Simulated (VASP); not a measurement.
Set up this calculation in VASP 6.6.1, as the native input.

```yaml
Task: relaxation of cell and atoms
Functional: PBE
Potentials_or_basis: VASP PAW PBE potentials, release 64 (Be, Cl)
Cutoff: 600 eV
k_mesh: 6 × 6 × 4
Occupations: gaussian, width 0.1 eV
Spin: no spin polarisation
Dipole_correction: no
Further_INCAR_settings: ALGO = Normal; EDIFF = 1e-06; IBRION = 2; EDIFFG = -0.04; NSW = 90; ISIF = 3
```

The structure of Be2Cl3 lies in POSCAR:

```
Be2Cl3
1.0
    4.0693660703      0.0000000000      0.0000000000
   -2.0346830351      3.5241743942      0.0000000000
    0.0000000000      0.0000000000      6.3312725916
Be Cl
2 3
Direct
    0.3333333333      0.6666666667      0.2450000000
    0.6666666667      0.3333333333      0.7550000000
    0.0000000000      0.0000000000      0.0000000000
    0.3333333333      0.6666666667      0.6450000000
    0.6666666667      0.3333333333      0.3550000000
```

One way to write it, as run:

INCAR

```
SYSTEM = Be2Cl3
PREC     = Accurate       ! precision mode
ENCUT    = 600            ! plane-wave cutoff, eV
EDIFF    = 1E-6           ! SCF threshold, eV
ISMEAR   = 0              ! smearing method
SIGMA    = 0.1            ! smearing width, eV
LREAL    = .False.        ! projectors in reciprocal space
LASPH    = .True.         ! aspherical terms in the spheres
NELM     = 80             ! most SCF steps
ALGO     = Normal         ! electronic algorithm
ISIF     = 3              ! what is computed and relaxed
LWAVE    = .False.        ! write WAVECAR
LCHARG   = .False.        ! write CHGCAR
GGA      = PE             ! functional
IBRION   = 2              ! ionic algorithm
NSW      = 90             ! ionic steps
EDIFFG   = -0.04          ! ionic threshold
```

KPOINTS

```
Automatic mesh
0
Gamma
  6 6 4
  0 0 0
```

Potentials or basis: VASP PAW PBE potentials, release 64 (Be, Cl).

Launch:

```bash
$ cat potpaw_PBE.64/Be/POTCAR potpaw_PBE.64/Cl/POTCAR > POTCAR
$ mpirun -np 1 vasp_std > vasp.out
```

Results of the run:

```
Relaxed volume                         : 17.28 Å³/atom
Relaxed cell                           : a = 3.345 Å, b = 3.345 Å, c = 8.917 Å, α = 90.00°, β = 90.00°, γ = 120.00°
Space group after relaxing (to 0.05 Å) : P-3m1 (No. 164)
Energy gained by relaxing              : 427.5 meV/atom
Ionic steps                            : 26
Pressure after relaxing                : 0.0 GPa
Largest force after relaxing           : 0.011 eV/Å
```

Caveat: this functional lacks dispersion, which binds the layers, so the pressure and a relaxed spacing across them are unreliable; an odd number of electrons without spin polarisation forces a metal; a magnetic or distorted state may lie lower.

It took 7.1 min on 1 thread of Intel(R) Xeon(R) 6975P-C (Granite Rapids), on a shared host, peak memory 0.27 GiB.
